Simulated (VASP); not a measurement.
Set up this calculation in VASP 6.6.1, as the native input.

```yaml
Task: single point
Functional: LDA
Potentials_or_basis: VASP PAW LDA potentials, release 64 (In_d, P)
Cutoff: 520 eV
k_mesh: 8 × 8 × 8
Occupations: fermi-dirac, width 0.05 eV
Spin: no spin polarisation
Dipole_correction: no
Further_INCAR_settings: ALGO = Normal; EDIFF = 1e-06; NBANDS = 16
```

The structure of InP lies in POSCAR:

```
InP
1.0
    0.0000000000      2.7871711834      2.7871711834
    2.7871711834      0.0000000000      2.7871711834
    2.7871711834      2.7871711834      0.0000000000
In P
1 1
Direct
    0.0000000000      0.0000000000      0.0000000000
    0.5000000000      0.5000000000      0.5000000000
```

The input as run:

INCAR

```
SYSTEM = InP
PREC = Accurate
ENCUT = 520
EDIFF = 1E-6
ISMEAR = -1
SIGMA = 0.05
LREAL = .FALSE.
LASPH = .TRUE.
NELM = 100
ALGO = Normal
ISIF = 2
LWAVE = .FALSE.
LCHARG = .FALSE.
GGA = CA
NBANDS = 16
```

KPOINTS

```
Automatic mesh
0
G
  8 8 8
  0 0 0
```

Potentials or basis: VASP PAW LDA potentials, release 64 (In_d, P).

Command:

```console
$ cat potpaw_LDA.64/In_d/POTCAR potpaw_LDA.64/P/POTCAR > POTCAR
$ mpirun -np 1 vasp_std > vasp.out
```

Results of the run:

```yaml
Pressure: -6.3 GPa
Band_gap_on_the_k_mesh: zero (band 9 reaches 6.92 eV, above the bottom of band 10 at 4.34 eV)
```

Caveat: spin-orbit coupling is left out, which moves the levels of the heavy elements.

Wall time 19 s on 1 thread of Intel(R) Xeon(R) Platinum 8488C (Sapphire Rapids), with other jobs on the host, peak memory 0.15 GiB.
